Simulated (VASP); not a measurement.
# NaF (Fm-3m) in VASP: notebook

NaF is run at these levels: r2SCAN, r2SCAN+rVV10; tasks: single point.

Everything below comes from runs of VASP 6.6.1. Logs are shortened: lines on timing, memory, paths and dates and some standing lists are left out, and cuts for length are marked.

## 1. The cell of the first run

The structure is cubic, space group Fm-3m (No. 225). Conventional cell: a = 4.594 Å, b = 4.594 Å, c = 4.594 Å, α = 90.00°, β = 90.00°, γ = 90.00°. Within 3.0 Å of Na (site symmetry m-3m) lie 6 F at 2.30 Å. Within 3.0 Å of F (site symmetry m-3m) lie 6 Na at 2.30 Å.

## 2. Single point, r2SCAN (12.12 Å³/atom)

The input, POSCAR:

```
NaF
1.0
    0.0000000000      2.2971364960      2.2971364960
    2.2971364960      0.0000000000      2.2971364960
    2.2971364960      2.2971364960      0.0000000000
Na F
1 1
Direct
    0.0000000000      0.0000000000      0.0000000000
    0.5000000000      0.5000000000      0.5000000000
```

The input, INCAR.step1:

```
  PREC = Accurate
  ENCUT = 520
  ISMEAR = 0
  SIGMA = 0.05
  LREAL = False
  LASPH = True
  NELM = 80
  NBANDS = 14
  GGA = PE
  ALGO = Normal
  EDIFF = 1E-4
  LWAVE = True
  LCHARG = False
```

The input, INCAR.step2:

```
  PREC = Accurate
  ENCUT = 520
  EDIFF = 1E-6
  ISMEAR = 0
  SIGMA = 0.05
  LREAL = False
  LASPH = True
  NELM = 80
  ALGO = Normal
  ISIF = 2
  LWAVE = False
  LCHARG = False
  METAGGA = R2SCAN
  LMIXTAU = True
  NBANDS = 14
  ISTART = 1
```

The input, KPOINTS:

```
Automatic mesh
0
Gamma
  8 8 8
```

Potentials or basis: VASP PAW PBE potentials, release 64 (Na_pv, F).

Run with:

```sh
> cat potpaw_PBE.64/Na_pv/POTCAR potpaw_PBE.64/F/POTCAR > POTCAR
> cp INCAR.step1 INCAR
> mpirun -np 1 vasp_std > vasp.out
> cp INCAR.step2 INCAR
> mpirun -np 1 vasp_std > vasp.out
```

OUTCAR:

```text
PREC = Accurate
   ENCUT = 520
   EDIFF = 1E-6
   ISMEAR = 0
   LREAL = False
   LASPH = True
   NELM = 80
   ISIF = 2
   METAGGA = R2SCAN
   ISTART = 1

 ion  position               nearest neighbor table
   1  0.000  0.000  0.000-   2 2.30   2 2.30   2 2.30   2 2.30   2 2.30   2 2.30
   2  0.500  0.500  0.500-   1 2.30   1 2.30   1 2.30   1 2.30   1 2.30   1 2.30

  LATTYP: Found a face centered cubic cell.
 ALAT       =     4.5942729920

  Lattice vectors:

 A1 = (   0.0000000000,   2.2971364960,   2.2971364960)
 A2 = (   2.2971364960,   0.0000000000,   2.2971364960)
 A3 = (   2.2971364960,   2.2971364960,   0.0000000000)

Analysis of symmetry for initial positions (statically):
=====================================================================
 Subroutine PRICEL returns:
 Original cell was already a primitive cell.

 Routine SETGRP: Setting up the symmetry group for a
 face centered cubic supercell.

 Subroutine GETGRP returns: Found 48 space group operations
 (whereof 48 operations were pure point group operations)
 out of a pool of 48 trial point group operations.

The static configuration has the point symmetry O_h .

Analysis of symmetry for dynamics (positions and initial velocities):
=====================================================================
 Subroutine PRICEL returns:
 Original cell was already a primitive cell.

 Routine SETGRP: Setting up the symmetry group for a
 face centered cubic supercell.

 Subroutine GETGRP returns: Found 48 space group operations
 (whereof 48 operations were pure point group operations)
 out of a pool of 48 trial point group operations.

The dynamic configuration has the point symmetry O_h .

 Subroutine INISYM returns: Found 48 space group operations
 (whereof 48 operations are pure point group operations),
 and found     1 'primitive' translations

----------------------------------------------------------------------------------------

                                     Primitive cell

  volume of cell :      24.2432

  direct lattice vectors                    reciprocal lattice vectors
     0.000000000  2.297136496  2.297136496    -0.217662294  0.217662294  0.217662294
     2.297136496  0.000000000  2.297136496     0.217662294 -0.217662294  0.217662294
     2.297136496  2.297136496  0.000000000     0.217662294  0.217662294 -0.217662294

  length of vectors
     3.248641587  3.248641587  3.248641587     0.377002153  0.377002153  0.377002153

  position of ions in fractional coordinates (direct lattice)
     0.000000000  0.000000000  0.000000000
     0.500000000  0.500000000  0.500000000

  ion indices of the primitive-cell ions
   primitive index   ion index
                 1           1
                 2           2

----------------------------------------------------------------------------------------

 KPOINTS: Automatic mesh

Automatic generation of k-mesh.
 Grid dimensions read from file:
 generate k-points for:    8    8    8

 Generating k-lattice:

  Cartesian coordinates                     Fractional coordinates (reciprocal lattice)
    -0.027207787  0.027207787  0.027207787     0.125000000  0.000000000  0.000000000
     0.027207787 -0.027207787  0.027207787     0.000000000  0.125000000  0.000000000
     0.027207787  0.027207787 -0.027207787     0.000000000  0.000000000  0.125000000

  Length of vectors
     0.047125269  0.047125269  0.047125269

  Shift w.r.t. Gamma in fractional coordinates (k-lattice)
     0.000000000  0.000000000  0.000000000

 Subroutine IBZKPT returns following result:
 ===========================================

 Found     29 irreducible k-points:

 Following reciprocal coordinates:
            Coordinates               Weight
  0.000000  0.000000  0.000000      1.000000
  0.125000  0.000000  0.000000      8.000000
  0.250000  0.000000  0.000000      8.000000
  0.375000  0.000000  0.000000      8.000000
  0.500000  0.000000  0.000000      4.000000
  0.125000  0.125000  0.000000      6.000000
[... 16 lines left out ...]
  0.500000  0.250000  0.125000     48.000000
 -0.375000  0.250000  0.125000     24.000000
 [... further k-points ...]
   k-points           NKPTS =     29   k-points in BZ     NKDIM =     29   number of bands    NBANDS=     14
   number of dos      NEDOS =    301   number of ions     NIONS =      2
   total plane-waves  NPLWV =  13824
   dimension x,y,z NGX =    24 NGY =   24 NGZ =   24
   dimension x,y,z NGXF=    48 NGYF=   48 NGZF=   48
   ions per type =               1   1
   NGX,Y,Z   is equivalent  to a cutoff of  12.28, 12.28, 12.28 a.u.
   NGXF,Y,Z  is equivalent  to a cutoff of  24.56, 24.56, 24.56 a.u.
 SYSTEM =  unknown system
   PREC   = accura    normal or accurate (medium, high low for compatibility)
   ISTART =      1    job   : 0-new  1-cont  2-samecut
   ICHARG =      0    charge: 1-file 2-atom 10-const
   ISPIN  =      1    spin polarized calculation?
   LNONCOLLINEAR =      F non collinear calculations
   LSORBIT =      F    spin-orbit coupling
   LASPH  =      T    aspherical Exc in radial PAW
   ENCUT  =  520.0 eV  38.22 Ry    6.18 a.u.   6.04  6.04  6.04*2*pi/ulx,y,z
   NELM   =     80;   NELMIN=  2; NELMDL=  0     # of ELM steps
   EDIFF  = 0.1E-05   stopping-criterion for ELM
   LREAL  =      F    real-space projection
   EDIFFG = 0.1E-04   stopping-criterion for IOM
   NSW    =      0    number of steps for IOM
   IBRION =     -1    ionic relax: 0-MD 1-quasi-New 2-CG
   NFREE  =      0    steps in history (QN), initial steepest desc. (CG)
   ISIF   =      2    stress and relaxation
   ISYM   =      2    0-nonsym 1-usesym 2-fastsym
   POTIM  = 0.5000    time-step for ionic-motion
   TEBEG  =    0.0;   TEEND  =   0.0 temperature during run
   PSTRESS=    0.0 pullay stress
   NELECT =      14.0000    total number of electrons
   NUPDOWN=      -1.0000    fix difference up-down
   EMIN   =  10.00;   EMAX   =-10.00  energy-range for DOS
   EFERMI =   0.00;   METHOD = LEGACY
   ISMEAR =     0;   SIGMA  =   0.05  broadening in eV -4-tet -1-fermi 0-gaus
   EFERMI_NEDOS =   21; number of points for ismear=-14 and -15
   IALGO  =     38    algorithm
   IMIX   =      4    mixing-type and parameters
     AMIX     =   0.40;   BMIX     =  1.00
     AMIX_MAG =   1.60;   BMIX_MAG =  1.00
  volume/ion in A,a.u.               =      12.12        81.80
  Fermi-wavevector in a.u.,A,eV,Ry     =   1.363287  2.576239 25.287137  1.858552
  Thomas-Fermi vector in A             =   2.489703
   LORBIT       =      0    0 simple, 1 ext, 2 COOP (PROOUT), +10 PAW based schemes
   METAGGA = R2SCAN    functional components
   LHFCALC =     F    Hartree Fock is set to
   AEXX    =    0.0000 exact exchange contribution
   IVDW    =     0    specifies the selected vdW correction
   LEPSILON=     F    determine dielectric tensor
   LRPA    =     F    only Hartree local field effects (RPA)
 non-spin polarized calculation
 Gauss-broadening in eV      SIGMA  =   0.05
  energy-cutoff  :      520.00
  volume of cell :       24.24
 maximum number of plane-waves:       666
   NGX = 13   NGY = 13   NGZ = 13

 number of electron      13.9999992 magnetization

 Free energy of the ion-electron system (eV)
  ---------------------------------------------------
  ext. energy  EPLUGINS =         0.00000000
  ---------------------------------------------------
  free energy    TOTEN  =       -12.60301799 eV

  energy without entropy =      -12.60301799  energy(sigma->0) =      -12.60301799

 E-fermi :  -2.3422     XC(G=0):  -9.9099

 val. band max:       -2.6136276175   @ k =   0.0000   0.0000   0.0000
 cond. band min:       4.7087353729   @ k =   0.0000   0.0000   0.0000
 fundamental gap:      7.3223629904
 Fermi energy:        -2.3422433188

 k-point     1 :       0.0000    0.0000    0.0000
  band No.  band energies     occupation
      1     -22.9531      2.00000
      2     -22.0368      2.00000
      3     -22.0364      2.00000
      4     -22.0364      2.00000
      5      -2.6137      2.00000
      6      -2.6136      2.00000
      7      -2.6136      2.00000
      8       4.7087      0.00000
      9      17.3599      0.00000
     10      17.3599      0.00000
     11      17.3599      0.00000
     12      20.0715      0.00000
     13      22.7108      0.00000
     14      22.7108      0.00000

 k-point     2 :       0.1250    0.0000    0.0000
  band No.  band energies     occupation
      1     -23.0318      2.00000
      2     -22.0385      2.00000
      3     -22.0381      2.00000
      4     -21.9372      2.00000
      5      -2.9043      2.00000
      6      -2.6553      2.00000
      7      -2.6553      2.00000
      8       5.2596      0.00000
      9      15.5714      0.00000
     10      17.6406      0.00000
     11      17.6406      0.00000
     12      22.2177      0.00000
     13      22.2704      0.00000
     14      22.2705      0.00000

 k-point     3 :       0.2500    0.0000    0.0000
  band No.  band energies     occupation
      1     -23.1785      2.00000
      2     -22.0426      2.00000
      3     -22.0422      2.00000
      4     -21.7401      2.00000
      5      -3.5091      2.00000
      6      -2.7546      2.00000
      7      -2.7545      2.00000
      8       6.6030      0.00000
      9      13.5156      0.00000
     10      18.3224      0.00000
     11      18.3227      0.00000
     12      21.6483      0.00000
     13      21.6484      0.00000
     14      23.4460      0.00000

 k-point     4 :       0.3750    0.0000    0.0000
  band No.  band energies     occupation
      1     -23.2929      2.00000
      2     -22.0467      2.00000
      3     -22.0463      2.00000
      4     -21.5749      2.00000
      5      -4.0248      2.00000
      6      -2.8519      2.00000
      7      -2.8518      2.00000
      8       8.1871      0.00000
      9      11.9296      0.00000
     10      18.9198      0.00000
     11      18.9205      0.00000
     12      21.4913      0.00000
     13      21.4920      0.00000
     14      22.9370      0.00000

 k-point     5 :       0.5000    0.0000    0.0000
  band No.  band energies     occupation
      1     -23.3343      2.00000
      2     -22.0484      2.00000
      3     -22.0480      2.00000
      4     -21.5122      2.00000
      5      -4.2204      2.00000
      6      -2.8917      2.00000
      7      -2.8916      2.00000
      8       9.1843      0.00000
      9      11.0299      0.00000
     10      19.0916      0.00000
     11      19.0926      0.00000
[... 276 lines left out ...]
 k-point    22 :       0.3750    0.2500    0.1250
  band No.  band energies     occupation
      1     -23.1459      2.00000
      2     -22.0741      2.00000
      3     -22.0506      2.00000
      4     -21.7334      2.00000
      5      -3.6555      2.00000
      6      -2.9432      2.00000
      7      -2.8413      2.00000
      8       7.6559      0.00000
      9      12.8439      0.00000
     10      17.2420      0.00000
     11      18.8572      0.00000
     12      19.0619      0.00000
     13      23.1086      0.00000
     14      26.4759      0.00000

 k-point    23 :       0.5000    0.2500    0.1250
  band No.  band energies     occupation
      1     -23.1654      2.00000
      2     -22.0894      2.00000
      3     -22.0607      2.00000
      4     -21.6748      2.00000
      5      -3.8652      2.00000
      6      -3.1304      2.00000
      7      -2.9323      2.00000
      8       9.1451      0.00000
      9      11.9516      0.00000
     10      16.3838      0.00000
     11      18.1624      0.00000
     12      20.2685      0.00000
     13      22.4335      0.00000
     14      26.7966      0.00000

 k-point    24 :      -0.3750    0.2500    0.1250
  band No.  band energies     occupation
      1     -23.1726      2.00000
      2     -22.0923      2.00000
      3     -22.0686      2.00000
      4     -21.6516      2.00000
      5      -3.9396      2.00000
      6      -3.2122      2.00000
      7      -2.9718      2.00000
      8      10.1986      0.00000
      9      11.2344      0.00000
     10      16.0615      0.00000
     11      17.8437      0.00000
     12      20.9368      0.00000
     13      21.9826      0.00000
     14      27.0232      0.00000

 [... further k-points ...]

------------------------ aborting loop because EDIFF is reached ----------------------------------------

  FORCE on cell =-STRESS in cart. coord.  units (eV):
  Direction    XX          YY          ZZ          XY          YZ          ZX
  --------------------------------------------------------------------------------------
  -------------------------------------------------------------------------------------
  Total       -0.1270635     -0.1270635     -0.1270635      0.0000000      0.0000000      0.0000000
  in kB       -8.3973241     -8.3973241     -8.3973241      0.0000000      0.0000000      0.0000000
  external PRESSURE =      -8.3973241 kB  Pullay stress =       0.0000000 kB

 VOLUME and BASIS-vectors are now :
 -----------------------------------------------------------------------------
  energy-cutoff  :      520.00
  volume of cell :       24.24
      direct lattice vectors                 reciprocal lattice vectors
     0.000000000  2.297136496  2.297136496    -0.217662294  0.217662294  0.217662294
     2.297136496  0.000000000  2.297136496     0.217662294 -0.217662294  0.217662294
     2.297136496  2.297136496  0.000000000     0.217662294  0.217662294 -0.217662294

 POSITION                                       TOTAL-FORCE (eV/Angst)
 -----------------------------------------------------------------------------------
      0.00000      0.00000      0.00000         0.000000     -0.000000     -0.000000
      2.29714      2.29714      2.29714        -0.000000      0.000000      0.000000
 -----------------------------------------------------------------------------------
    total drift:                                0.000000     -0.000000      0.000000

  FREE ENERGIE OF THE ION-ELECTRON SYSTEM (eV)
  ---------------------------------------------------
  free  energy   TOTEN  =       -12.6030179885 eV

  energy  without entropy=      -12.6030179885  energy(sigma->0) =      -12.60301799
```

It took 21 s on 1 thread of Intel Xeon 8259CL, shared host; peak memory 0.14 GiB.

Results:

| Quantity | Value |
| --- | --- |
| Free energy | -12.6030 eV |
| Pressure | -0.8 GPa |
| Band gap on the k mesh | 7.32 eV |

Levels at points of the mesh, in eV from the valence-band top:
| k point | band 4 | band 5 | band 6 | band 7 | band 8 | band 9 | band 10 | band 11 |
| --- | --- | --- | --- | --- | --- | --- | --- | --- |
| (0.00, 0.00, 0.00) | -19.42 | 0.00 | 0.00 | 0.00 | 7.32 | 19.97 | 19.97 | 19.97 |
| (0.50, 0.00, 0.00) | -18.90 | -1.61 | -0.28 | -0.28 | 11.80 | 13.64 | 21.71 | 21.71 |
| (0.50, 0.50, 0.00) | -19.48 | -1.30 | -0.42 | -0.42 | 14.01 | 14.29 | 15.11 | 21.46 |

Caveat: the PAW data sets were made with another functional, which shifts forces and pressure a little. r2SCAN opens gaps a little over a GGA but as a rule still falls short of measured ones.

## 3. Single point, r2SCAN (11.88 Å³/atom)

This run uses another cell than the first one, of 11.88 Å³/atom.

The input, POSCAR:

```
NaF
1.0
    0.0000000000      2.2817190080      2.2817190080
    2.2817190080      0.0000000000      2.2817190080
    2.2817190080      2.2817190080      0.0000000000
Na F
1 1
Direct
    0.0000000000      0.0000000000      0.0000000000
    0.5000000000      0.5000000000      0.5000000000
```

The input, INCAR.step1:

```
SYSTEM = NaF
PREC = Accurate
ENCUT = 520
ISMEAR = 0
SIGMA = 0.05
LREAL = .False.
LASPH = .True.
NELM = 80
NBANDS = 14
GGA = PE
ALGO = Normal
EDIFF = 1E-4
LWAVE = .True.
LCHARG = .False.
```

The input, INCAR.step2:

```
SYSTEM = NaF
PREC = Accurate
ENCUT = 520
EDIFF = 1E-6
ISMEAR = 0
SIGMA = 0.05
LREAL = .False.
LASPH = .True.
NELM = 80
ALGO = Normal
ISIF = 2
LWAVE = .False.
LCHARG = .True.
METAGGA = R2SCAN
LMIXTAU = .True.
LELF = .True.
LVHAR = .True.
NBANDS = 14
ISTART = 1
```

The input, KPOINTS:

```
Automatic mesh
0
Gamma
  8 8 8
  0 0 0
```

Potentials or basis: VASP PAW PBE potentials, release 64 (Na_pv, F).

Run with:

```sh
> cat potpaw_PBE.64/Na_pv/POTCAR potpaw_PBE.64/F/POTCAR > POTCAR
> cp INCAR.step1 INCAR
> mpirun -np 1 vasp_std > vasp.out
> cp INCAR.step2 INCAR
> mpirun -np 1 vasp_std > vasp.out
```

Run time: 21 s. Hardware: 1 thread of Intel Xeon 8259CL, shared host; peak memory 0.14 GiB.

The run converged. Its results:

```yaml
Free_energy: -12.6034 eV
Pressure: 0.4 GPa
Band_gap_on_the_k_mesh: 7.44 eV
```

Levels at points of the mesh, in eV from the valence-band top:
```tsv
k point	band 4	band 5	band 6	band 7	band 8	band 9	band 10	band 11
(0.00, 0.00, 0.00)	-19.36	0.00	0.00	0.00	7.44	20.12	20.12	20.12
(0.50, 0.00, 0.00)	-18.83	-1.65	-0.29	-0.29	11.93	13.82	21.93	21.93
(0.50, 0.50, 0.00)	-19.42	-1.33	-0.42	-0.42	14.08	14.47	15.32	21.74
```

Caveat: the PAW data sets were made with another functional, which shifts forces and pressure a little. r2SCAN opens gaps a little over a GGA but as a rule still falls short of measured ones.

## 4. Single point, r2SCAN+rVV10

This run uses another cell than the first one, of 12.54 Å³/atom.

The input, POSCAR:

```
NaF
1.0
    0.0000000000      2.3233012604      2.3233012604
    2.3233012604      0.0000000000      2.3233012604
    2.3233012604      2.3233012604      0.0000000000
Na F
1 1
Direct
    0.0000000000      0.0000000000      0.0000000000
    0.5000000000      0.5000000000      0.5000000000
```

The input, INCAR.step1:

```
ALGO = Normal
EDIFF = 1E-4
ENCUT = 520
GGA = PE
ISMEAR = 0
LASPH = T
LCHARG = F
LREAL = F
LWAVE = T
NBANDS = 14
NELM = 80
PREC = Accurate
SIGMA = 0.05
```

The input, INCAR.step2:

```
ALGO = Normal
BPARAM = 11.95
CPARAM = 0.0093
EDIFF = 1E-6
ENCUT = 520
ISIF = 2
ISMEAR = 0
ISTART = 1
IVDW_NL = 2
LASPH = T
LCHARG = F
LMIXTAU = T
LREAL = F
LUSE_VDW = T
LWAVE = F
METAGGA = R2SCAN
NBANDS = 14
NELM = 80
PREC = Accurate
SIGMA = 0.05
```

The input, KPOINTS:

```
k-points
0
Gamma
  8 8 8
```

Run with:

```sh
> cat potpaw_PBE.64/Na_pv/POTCAR potpaw_PBE.64/F/POTCAR > POTCAR
> cp INCAR.step1 INCAR
> mpirun -np 1 vasp_std > vasp.out
> cp INCAR.step2 INCAR
> mpirun -np 1 vasp_std > vasp.out
```

Run time: 48 s. Hardware: 1 thread of Intel Xeon 8259CL, shared host; peak memory 0.21 GiB.

Results (log left out):

```yaml
Free_energy: -12.0765 eV
Pressure: -3.0 GPa
Band_gap_on_the_k_mesh: 7.04 eV
```

Levels at points of the mesh, in eV from the valence-band top:
```csv
k point,band 5,band 6,band 7,band 8,band 9,band 10
"(0.00, 0.00, 0.00)",0.00,0.00,0.00,7.04,19.65,19.65
"(0.50, 0.00, 0.00)",-1.55,-0.26,-0.26,11.48,13.26,21.26
"(0.50, 0.50, 0.00)",-1.26,-0.40,-0.40,13.78,13.90,14.70
```

Caveat: the PAW data sets were made with another functional, which shifts forces and pressure a little. r2SCAN opens gaps a little over a GGA but as a rule still falls short of measured ones.

## 5. Overview

| level | cell | gap on the mesh (eV) | pressure (GPa) |
| --- | --- | --- | --- |
| r2SCAN | a = 3.249 Å, angles 60.0°, 2 atoms | 7.32 | -0.8 |
| r2SCAN | a = 3.227 Å, angles 60.0°, 2 atoms | 7.44 | 0.4 |
| r2SCAN+rVV10 | a = 3.286 Å, angles 60.0°, 2 atoms | 7.04 | -3.0 |

Alike in all rows: task single point; potentials or basis VASP PAW PBE potentials, release 64 (Na_pv, F); no spin polarisation; k mesh 8 × 8 × 8; cutoff (eV) 520; smearing gaussian 0.05 eV.

Caveats: the PAW data sets were made with another functional, which shifts forces and pressure a little.

Absolute energies hang on the potentials; compare differences alone.
